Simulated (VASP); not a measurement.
A run of VASP 6.6.1:

File INCAR:

```
SYSTEM = Ir
  PREC = Accurate
  ENCUT = 520
  EDIFF = 1E-6
  ISMEAR = -1
  SIGMA = 0.1
  LREAL = .False.
  LASPH = .True.
  NELM = 60
  ALGO = Normal
  ISIF = 2
  LWAVE = .False.
  LCHARG = .False.
  GGA = PE
  NBANDS = 16
```

Contents of KPOINTS:

```
Automatic mesh
0
Gamma
  7 7 4
  0 0 0
```

Contents of POSCAR:

```
Ir
1.0
    2.7486254740      0.0000000000      0.0000000000
   -1.3743127370      2.3803794860      0.0000000000
    0.0000000000      0.0000000000      4.4579354011
Ir
2
Direct
    0.3333333333      0.6666666667      0.2500000000
    0.6666666667      0.3333333333      0.7500000000
```

Potentials or basis: VASP PAW PBE potentials, release 64 (Ir).

Command:

```console
$ cat potpaw_PBE.64/Ir/POTCAR > POTCAR
$ mpirun -np 1 vasp_std > vasp.out
```

Hardware: 1 thread of AMD EPYC 7R43 64-Core Processor (Zen 3), on a shared host.

**Question.** How long does it take, and how much memory?

**Answer.** It took 12 s on 1 thread of AMD EPYC 7R43 64-Core Processor (Zen 3), on a shared host, peak memory 0.11 GiB. Counts: scf iterations 12, k points 24.
